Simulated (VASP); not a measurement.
## YPtS2: single point with PBE

Crystal: YPtS2.

```
Y Pt S
1.0
     3.53699    0.00000    0.00000
    -1.76849    3.06312    0.00000
     0.00000    0.00000    6.93250
Y Pt S
1 1 2
Direct
  0.00000 0.00000 0.50000
  0.00000 0.00000 0.00000
  0.33333 0.66667 0.25000
  0.33333 0.66667 0.75000
```

```json
{
 "Program": "VASP 6.6.1",
 "Task": "single point",
 "Functional": "PBE",
 "Potentials or basis": "VASP PAW PBE potentials, release 64 (Y_sv, Pt, S)",
 "Cutoff": "520 eV",
 "k mesh": "6 × 6 × 4",
 "Occupations": "gaussian, width 0.1 eV",
 "Spin": "no spin polarisation",
 "Dipole correction": "no",
 "Further INCAR settings": "ALGO = Normal; EDIFF = 1e-06; NBANDS = 24"
}
```

```yaml
Pressure: 2.9 GPa
Largest_force: 0.586 eV/Å
```

Forces in eV/Å, atoms in the order of the input:
```
Y    0.000  0.000  0.000
Pt   0.000  0.000  0.000
S    0.000  0.000 -0.586
S    0.000  0.000  0.586
```

Stress tensor (GPa, compression positive):
```
 7.33  0.00  0.00
 0.00  7.33  0.00
 0.00  0.00 -6.04
```

Levels at points of the mesh, in eV from the Fermi level:
```tsv
k point	band 14	band 15	band 16	band 17	band 18	band 19	band 20	band 21
(0.00, 0.00, 0.00)	-0.97	-0.97	-0.42	-0.42	1.00	2.78	3.33	3.33
(0.50, 0.00, 0.00)	-0.86	-0.81	-0.43	0.07	0.62	3.27	3.95	4.44
(0.00, 0.00, 0.50)	-1.06	-1.06	-0.62	-0.62	1.82	3.24	3.59	3.59
(0.50, 0.00, 0.50)	-0.97	-0.83	-0.79	0.26	0.94	1.57	4.76	5.24
```

Wall time 93 s on 1 thread of Oxide Virtual Turin-like Processor, with other jobs on the host, peak memory 0.2 GiB.

Caveat: spin-orbit coupling is left out, which moves the levels of the heavy elements.
